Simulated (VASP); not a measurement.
A run of VASP 6.6.1:

File INCAR:

```
PREC = Accurate
ENCUT = 520
EDIFF = 1E-6
ISMEAR = 0
SIGMA = 0.1
LREAL = F
LASPH = T
NELM = 100
ALGO = Fast
ISIF = 2
LWAVE = F
LCHARG = T
GGA = PE
LELF = T
LVHAR = T
NBANDS = 25
```

Contents of KPOINTS:

```
Automatic mesh
0
Gamma
  12 12 14
```

POSCAR

```
Ti
1.0
    4.7332135534      0.0000000000      0.0000000000
   -2.3666067767      4.0990831788      0.0000000000
    0.0000000000      0.0000000000      2.9159103165
Ti
3
Direct
    0.0000000000      0.0000000000      0.0000000000
    0.3333333333      0.6666666667      0.5000000000
    0.6666666667      0.3333333333      0.5000000000
```

Potentials or basis: VASP PAW PBE potentials, release 64 (Ti_sv).

The run is started by

```console
$ cat potpaw_PBE.64/Ti_sv/POTCAR > POTCAR
$ mpirun -np 1 vasp_std > vasp.out
```

Hardware: 1 thread of Intel(R) Xeon(R) Platinum 8488C (Sapphire Rapids) (shared host).

**Question.** How long does it take, and how much memory?

**Answer.** Run time: 5.7 min on 1 thread of Intel(R) Xeon(R) Platinum 8488C (Sapphire Rapids), on a shared host, peak memory 0.29 GiB. Counts: scf iterations 43, k points 152.
